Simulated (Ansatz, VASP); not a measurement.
## One calculation of MoS2, two programs

The input INCAR:

```
  PREC = Accurate
  ENCUT = 520
  EDIFF = 1E-6
  ISMEAR = 1
  SIGMA = 0.5
  LREAL = F
  LASPH = T
  NELM = 80
  ALGO = Normal
  ISIF = 2
  LWAVE = F
  LCHARG = F
  GGA = PS
  NBANDS = 20
```

KPOINTS

```
regular mesh
0
Gamma
  6 6 6
```

Contents of POSCAR:

```
MoS2
1.0
    1.5965458369      0.9217661687      6.0769401820
   -1.5965458369      0.9217661687      6.0769401820
    0.0000000000     -1.8435323375      6.0769401820
Mo S
1 2
Direct
    0.0000000000      0.0000000000      0.0000000000
    0.7525772587      0.7525772587      0.7525772587
    0.2474227413      0.2474227413      0.2474227413
```

Input for Ansatz:

```yaml
crystal:
  lattice:
    - [1.5965458369, 0.9217661687, 6.076940182]
    - [-1.5965458369, 0.9217661687, 6.076940182]
    - [0.0, -1.8435323375, 6.076940182]
  atoms:
    - { symbol: Mo, position: [0.0, 0.0, 0.0] }
    - { symbol: S, position: [0.7525772587, 0.7525772587, 0.7525772587] }
    - { symbol: S, position: [0.2474227413, 0.2474227413, 0.2474227413] }
kpoints:
  mp_grid: { grid: [6, 6, 6] }
hamiltonian:
  xc: pbesol
scf:
  occupations: { method: methfessel_paxton, width: 0.5 }
  n_extra_bands: 4
output:
  forces: true
  stress: true
  eigenvalues: true
```

Alike in both runs: task single point; functional PBEsol; k mesh 6 × 6 × 6; occupations methfessel-paxton of order 1, width 0.5 eV; no spin polarisation.

|  | VASP | Ansatz |
| --- | --- | --- |
| version | VASP 6.6.1 | Ansatz 0.2.0 |
| potentials or method | VASP PAW PBE potentials, release 64 (Mo_sv, S) | plane waves |
| plane-wave cutoff (eV) | 520 | 420 |
| valence electrons in the cell | 26 | 26 |

```tsv
	VASP	Ansatz	Ansatz less VASP
pressure (GPa)	-3.1	-3.1	-0.01
traceless stress, the component that is largest in VASP (GPa)	2.20	2.19	-0.011
rms of the force components (eV/Å)	0.027	0.028	+0.0015
```

VASP's potentials were made for PBE, not for PBEsol. Atom by atom the forces differ by 0.002 eV/Å (rms over components). The functional is the same, so the differences come from potentials, cutoffs and numerics.

The k mesh is coarse, so the values compare programs but aren't converged.
